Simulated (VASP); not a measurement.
AlCu3: single point with PBEsol

The system is AlCu3.

```
CELL_PARAMETERS angstrom
3.63242 0.00000 0.00000
0.00000 3.63242 0.00000
0.00000 0.00000 3.63242
ATOMIC_POSITIONS crystal
Al 0.00000 0.00000 0.00000
Cu 0.50000 0.50000 0.00000
Cu 0.50000 0.00000 0.50000
Cu 0.00000 0.50000 0.50000
```

```json
{
  "Program": "VASP 6.6.1",
  "Task": "single point",
  "Functional": "PBEsol",
  "Potentials or basis": "VASP PAW PBE potentials, release 64 (Al, Cu)",
  "Cutoff": "520 eV",
  "k mesh": "12 × 12 × 12",
  "Occupations": "fermi-dirac, width 0.15 eV",
  "Spin": "no spin polarisation"
}
```

* Pressure: 0.5 GPa
* Band gap on the k mesh: zero (bands 18 and 19 overlap by 5.55 eV)

Levels at points of the mesh, in eV from the Fermi level:
```csv
k point,band 14,band 15,band 16,band 17,band 18,band 19,band 20,band 21,band 22,band 23
"(0.00, 0.00, 0.00)",-2.09,-2.09,-2.09,-0.31,-0.31,-0.31,4.38,4.38,5.11,10.53
"(0.50, 0.00, 0.00)",-2.99,-2.91,-2.51,-2.09,3.79,3.79,3.89,3.89,4.76,5.93
"(0.50, 0.50, 0.00)",-2.92,-2.91,-2.79,-2.38,-1.23,-1.23,6.37,6.43,6.43,7.00
"(0.50, 0.50, 0.50)",-2.99,-2.99,-2.26,-2.26,-2.26,-1.48,1.33,1.75,1.75,1.75
```

It took 46 s on 1 thread of Intel(R) Xeon(R) Platinum 8488C (Sapphire Rapids), with other jobs on the host, peak memory 0.21 GiB.

Caveat: the PAW data sets were made with another functional, which shifts forces and pressure a little.
